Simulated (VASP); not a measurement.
Set up this calculation in VASP 6.6.1, as the native input.

* Task: electric field gradients
* Functional: PBE
* Potentials or basis: VASP PAW PBE potentials, release 64 (Na_pv)
* Cutoff: 520 eV
* k mesh: 13 × 13 × 7
* Occupations: fermi-dirac, width 0.05 eV
* Spin: no spin polarisation
* Dipole correction: no
* Further INCAR settings: ALGO = Normal; EDIFF = 1e-08; NBANDS = 14

The structure of Na lies in POSCAR:

```
Na
1.0
    3.7670009976      0.0000000000      0.0000000000
   -1.8835004988      3.2623185600      0.0000000000
    0.0000000000      0.0000000000      6.2155400000
Na
2
Direct
    0.3333333333      0.6666666667      0.2500000000
    0.6666666667      0.3333333333      0.7500000000
```

This cell differs from its parent crystal: zz strain of +1 %.

These files were run (other wordings do the same):

INCAR

```
SYSTEM = Na
  ALGO = Normal
  EDIFF = 1E-8
  ENCUT = 520
  GGA = PE
  ISIF = 2
  ISMEAR = -1
  LASPH = .True.
  LCHARG = .False.
  LEFG = .True.
  LREAL = .False.
  LWAVE = .False.
  NBANDS = 14
  NELM = 80
  PREC = Accurate
  SIGMA = 0.05
```

KPOINTS

```
k-points
0
Gamma
  13 13 7
  0 0 0
```

Potentials or basis: VASP PAW PBE potentials, release 64 (Na_pv).

Launch:

```sh
$ cat potpaw_PBE.64/Na_pv/POTCAR > POTCAR
$ mpirun -np 1 vasp_std > vasp.out
```

It gave:

```
Pressure               : -0.2 GPa
Band gap on the k mesh : zero (band 7 reaches 1.67 eV, above the bottom of band 8 at -1.67 eV)
```

Caveat: the cell differs from its parent crystal (zz strain of +1 %); without QUAD_EFG the Cq values of the log hold for a quadrupole moment of 1 mb, not for the nuclei.

Run time: 31 s on 1 thread of Intel(R) Xeon(R) 6975P-C (Granite Rapids), with other jobs on the host, peak memory 0.21 GiB.
